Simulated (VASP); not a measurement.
# PbS (Fm-3m) in VASP: further runs

PbS is run at these levels: PBE; tasks: single point.

All numbers are computed with VASP 6.6.1; they aren't measurements. Logs are shortened: lines on timing, memory, paths and dates and some standing lists are left out, and cuts for length are marked.

**1. The cell of the first run**

It takes space group Fm-3m (No. 225, cubic). Conventional cell: a = 5.974 Å, b = 5.974 Å, c = 5.974 Å, α = 90.00°, β = 90.00°, γ = 90.00°. Pb (site symmetry m-3m) has 6 S at 2.99 Å within 3.9 Å. Within 3.9 Å of S (site symmetry m-3m) lie 6 Pb at 2.99 Å.

**2. Single point, PBE**

Contents of INCAR:

```
SYSTEM = PbS
PREC = Accurate
ENCUT = 520
EDIFF = 1E-6
ISMEAR = 0
SIGMA = 0.01
LREAL = .False.
LASPH = .True.
NELM = 100
ALGO = Normal
ISIF = 2
LWAVE = .False.
LCHARG = .False.
GGA = PE
NBANDS = 17
```

Contents of KPOINTS:

```
Automatic mesh
0
Gamma
  4 4 4
  0 0 0
```

Contents of POSCAR:

```
PbS
1.0
    0.0000000000      2.9872326762      2.9872326762
    2.9872326762      0.0000000000      2.9872326762
    2.9872326762      2.9872326762      0.0000000000
Pb S
1 1
Direct
    0.0000000000      0.0000000000      0.0000000000
    0.5000000000      0.5000000000      0.5000000000
```

Potentials or basis: VASP PAW PBE potentials, release 64 (Pb_d, S).

On the command line:

```bash
> cat potpaw_PBE.64/Pb_d/POTCAR potpaw_PBE.64/S/POTCAR > POTCAR
> mpirun -np 1 vasp_std > vasp.out
```

OUTCAR:

```text
SYSTEM = PbS
   PREC = Accurate
   ENCUT = 520
   EDIFF = 1E-6
   ISMEAR = 0
   LREAL = .False.
   LASPH = .True.
   NELM = 100
   ISIF = 2
   GGA = PE

 ion  position               nearest neighbor table
   1  0.000  0.000  0.000-   2 2.99   2 2.99   2 2.99   2 2.99   2 2.99   2 2.99
   2  0.500  0.500  0.500-   1 2.99   1 2.99   1 2.99   1 2.99   1 2.99   1 2.99

  LATTYP: Found a face centered cubic cell.
 ALAT       =     5.9744653524

  Lattice vectors:

 A1 = (   0.0000000000,   2.9872326762,   2.9872326762)
 A2 = (   2.9872326762,   0.0000000000,   2.9872326762)
 A3 = (   2.9872326762,   2.9872326762,   0.0000000000)

Analysis of symmetry for initial positions (statically):
=====================================================================
 Subroutine PRICEL returns:
 Original cell was already a primitive cell.

 Routine SETGRP: Setting up the symmetry group for a
 face centered cubic supercell.

 Subroutine GETGRP returns: Found 48 space group operations
 (whereof 48 operations were pure point group operations)
 out of a pool of 48 trial point group operations.

The static configuration has the point symmetry O_h .

Analysis of symmetry for dynamics (positions and initial velocities):
=====================================================================
 Subroutine PRICEL returns:
 Original cell was already a primitive cell.

 Routine SETGRP: Setting up the symmetry group for a
 face centered cubic supercell.

 Subroutine GETGRP returns: Found 48 space group operations
 (whereof 48 operations were pure point group operations)
 out of a pool of 48 trial point group operations.

The dynamic configuration has the point symmetry O_h .

 Subroutine INISYM returns: Found 48 space group operations
 (whereof 48 operations are pure point group operations),
 and found     1 'primitive' translations

----------------------------------------------------------------------------------------

                                     Primitive cell

  volume of cell :      53.3135

  direct lattice vectors                    reciprocal lattice vectors
     0.000000000  2.987232676  2.987232676    -0.167378994  0.167378994  0.167378994
     2.987232676  0.000000000  2.987232676     0.167378994 -0.167378994  0.167378994
     2.987232676  2.987232676  0.000000000     0.167378994  0.167378994 -0.167378994

  length of vectors
     4.224584965  4.224584965  4.224584965     0.289908922  0.289908922  0.289908922

  position of ions in fractional coordinates (direct lattice)
     0.000000000  0.000000000  0.000000000
     0.500000000  0.500000000  0.500000000

  ion indices of the primitive-cell ions
[... 58 lines left out ...]
   EDIFF  = 0.1E-05   stopping-criterion for ELM
   LREAL  =      F    real-space projection
   EDIFFG = 0.1E-04   stopping-criterion for IOM
   NSW    =      0    number of steps for IOM
   IBRION =     -1    ionic relax: 0-MD 1-quasi-New 2-CG
   NFREE  =      0    steps in history (QN), initial steepest desc. (CG)
   ISIF   =      2    stress and relaxation
   ISYM   =      2    0-nonsym 1-usesym 2-fastsym
   POTIM  = 0.5000    time-step for ionic-motion
   TEBEG  =    0.0;   TEEND  =   0.0 temperature during run
   PSTRESS=    0.0 pullay stress
   NELECT =      20.0000    total number of electrons
   NUPDOWN=      -1.0000    fix difference up-down
   EMIN   =  10.00;   EMAX   =-10.00  energy-range for DOS
   EFERMI =   0.00;   METHOD = LEGACY
   ISMEAR =     0;   SIGMA  =   0.01  broadening in eV -4-tet -1-fermi 0-gaus
   EFERMI_NEDOS =   21; number of points for ismear=-14 and -15
   IALGO  =     38    algorithm
   IMIX   =      4    mixing-type and parameters
     AMIX     =   0.40;   BMIX     =  1.00
     AMIX_MAG =   1.60;   BMIX_MAG =  1.00
  volume/ion in A,a.u.               =      26.66       179.89
  Fermi-wavevector in a.u.,A,eV,Ry     =   1.180699  2.231197 18.967196  1.394050
  Thomas-Fermi vector in A             =   2.316986
   LORBIT       =      0    0 simple, 1 ext, 2 COOP (PROOUT), +10 PAW based schemes
   GGA     = PE    functional components
   LHFCALC =     F    Hartree Fock is set to
   AEXX    =    0.0000 exact exchange contribution
   IVDW    =     0    specifies the selected vdW correction
   LEPSILON=     F    determine dielectric tensor
   LRPA    =     F    only Hartree local field effects (RPA)
 non-spin polarized calculation
 Gauss-broadening in eV      SIGMA  =   0.01
  energy-cutoff  :      520.00
  volume of cell :       53.31
 maximum number of plane-waves:      1459
   NGX = 15   NGY = 15   NGZ = 15

 number of electron      20.0000001 magnetization

 Free energy of the ion-electron system (eV)
  ---------------------------------------------------
  ext. energy  EPLUGINS =         0.00000000
  ---------------------------------------------------
  free energy    TOTEN  =        -8.75388872 eV

  energy without entropy =       -8.75388872  energy(sigma->0) =       -8.75388872

 E-fermi :   5.6042     XC(G=0):  -9.5826

 val. band max:        5.5163741672   @ k =   0.5000   0.0000   0.0000
 cond. band min:       5.9571834326   @ k =   0.5000   0.0000   0.0000
 fundamental gap:      0.4408092654
 Fermi energy:         5.6042091307

 k-point     1 :       0.0000    0.0000    0.0000
  band No.  band energies     occupation
      1     -11.2501      2.00000
      2     -11.2501      2.00000
      3     -11.2501      2.00000
      4     -11.2333      2.00000
      5     -11.2333      2.00000
      6      -7.8646      2.00000
[... 137 lines left out ...]
      4     -11.2316      2.00000
      5     -11.1940      2.00000
      6      -6.2409      2.00000
[... 9 lines left out ...]
     16      17.4679      0.00000
     17      17.8093      0.00000

------------------------ aborting loop because EDIFF is reached ----------------------------------------

  FORCE on cell =-STRESS in cart. coord.  units (eV):
  Direction    XX          YY          ZZ          XY          YZ          ZX
  --------------------------------------------------------------------------------------
  -------------------------------------------------------------------------------------
  Total        0.3152314      0.3152314      0.3152314     -0.0000000     -0.0000000      0.0000000
  in kB        9.4733350      9.4733350      9.4733350     -0.0000000     -0.0000000      0.0000000
  external PRESSURE =       9.4733350 kB  Pullay stress =       0.0000000 kB

 VOLUME and BASIS-vectors are now :
 -----------------------------------------------------------------------------
  energy-cutoff  :      520.00
  volume of cell :       53.31
      direct lattice vectors                 reciprocal lattice vectors
     0.000000000  2.987232676  2.987232676    -0.167378994  0.167378994  0.167378994
     2.987232676  0.000000000  2.987232676     0.167378994 -0.167378994  0.167378994
     2.987232676  2.987232676  0.000000000     0.167378994  0.167378994 -0.167378994

 POSITION                                       TOTAL-FORCE (eV/Angst)
 -----------------------------------------------------------------------------------
      0.00000      0.00000      0.00000         0.000000      0.000000      0.000000
      2.98723      2.98723      2.98723        -0.000000     -0.000000     -0.000000
 -----------------------------------------------------------------------------------
    total drift:                                0.000000     -0.000000     -0.000000

  FREE ENERGIE OF THE ION-ELECTRON SYSTEM (eV)
  ---------------------------------------------------
  free  energy   TOTEN  =        -8.7538887165 eV

  energy  without entropy=       -8.7538887165  energy(sigma->0) =       -8.75388872
```

OSZICAR:

```text
N       E                     dE             d eps       ncg     rms          rms(c)
DAV:   1     0.162866200168E+03    0.16287E+03   -0.95315E+03   272   0.122E+03
DAV:   2     0.355497775421E+01   -0.15931E+03   -0.15392E+03   288   0.324E+02
DAV:   3    -0.894324516398E+01   -0.12498E+02   -0.12422E+02   382   0.947E+01
DAV:   4    -0.924681804852E+01   -0.30357E+00   -0.30337E+00   349   0.160E+01
DAV:   5    -0.925731350190E+01   -0.10495E-01   -0.10495E-01   390   0.279E+00    0.442E+00
DAV:   6    -0.874909352285E+01    0.50822E+00   -0.15174E+00   427   0.801E+00    0.317E+00
DAV:   7    -0.875066935966E+01   -0.15758E-02   -0.14662E-01   300   0.187E+00    0.185E+00
DAV:   8    -0.875422105153E+01   -0.35517E-02   -0.17541E-02   356   0.138E+00    0.304E-01
DAV:   9    -0.875368073483E+01    0.54032E-03   -0.38900E-03   429   0.509E-01    0.880E-02
DAV:  10    -0.875388104965E+01   -0.20031E-03   -0.40599E-04   291   0.115E-01    0.547E-02
DAV:  11    -0.875388792715E+01   -0.68775E-05   -0.54863E-05   357   0.799E-02    0.152E-02
DAV:  12    -0.875388871646E+01   -0.78931E-06   -0.38262E-06   348   0.221E-02
   1 F= -.87538887E+01 E0= -.87538887E+01  d E =-.110045E-36
```

stdout:

```text
POSCAR found type information on POSCAR PbS
 POSCAR found :  2 types and       2 ions
 scaLAPACK will be used
 LDA part: xc-table for (Slater+PW92), standard interpolation
 POSCAR, INCAR and KPOINTS ok, starting setup
 FFT: planning ... GRIDC
 FFT: planning ... GRID_SOFT
 FFT: planning ... GRID
 WAVECAR not read
 entering main loop
```

Wall time 10 s (1 thread of Intel Xeon 8259CL, shared host); peak memory 0.17 GiB.

What came out:

* Free energy: -8.7539 eV
* Pressure: 0.9 GPa
* Band gap on the k mesh: 0.44 eV, direct

Caveat: the k points lie up to 0.46 Å⁻¹ apart; spin-orbit coupling is left out, which moves the levels of the heavy elements.

(Part 1 of 3 ends here.)
